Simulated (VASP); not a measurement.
# ZnS: single point with r2SCAN

The system is ZnS.

```
Zn S
1.0
     0.00000    2.62351    2.66408
     2.62351    0.00000    2.66408
     2.62351    2.62351    0.00000
Zn S
1 1
Direct
  0.00000 0.00000 0.00000
  0.75000 0.75000 0.75000
```

This cell differs from its parent crystal: strain -0.030 along x and y, -0.015 along z.

* Program: VASP 6.6.1
* Task: single point
* Functional: r2SCAN
* Potentials or basis: VASP PAW PBE potentials, release 64 (Zn, S)
* Cutoff: 520 eV
* k mesh: 8 × 8 × 8
* Occupations: gaussian, width 0.05 eV
* Spin: no spin polarisation

```
Pressure               : 5.9 GPa
Band gap on the k mesh : 3.00 eV
```

Stress tensor (GPa, compression positive):
```
6.12 0.00 0.00
0.00 6.12 0.00
0.00 0.00 5.44
```

Levels at points of the mesh, in eV from the valence-band top:
```tsv
k point	band 7	band 8	band 9	band 10	band 11	band 12
(0.00, 0.00, 0.00)	-0.06	0.00	0.00	3.00	6.81	6.82
(0.50, 0.00, 0.00)	-5.89	-1.07	-0.97	3.94	7.25	7.39
(0.50, 0.50, 0.00)	-5.00	-2.53	-2.53	3.60	4.54	12.21
(0.50, 0.00, 0.50)	-4.90	-2.64	-2.60	3.51	4.38	12.40
```

Wall time 61 s on 1 thread of Intel(R) Xeon(R) 6975P-C (Granite Rapids), with other jobs on the host, peak memory 0.18 GiB.

Caveat: the cell differs from its parent crystal (strain -0.030 along x and y, -0.015 along z); the cell stands under pressure; the PAW data sets were made with another functional, which shifts forces and pressure a little.
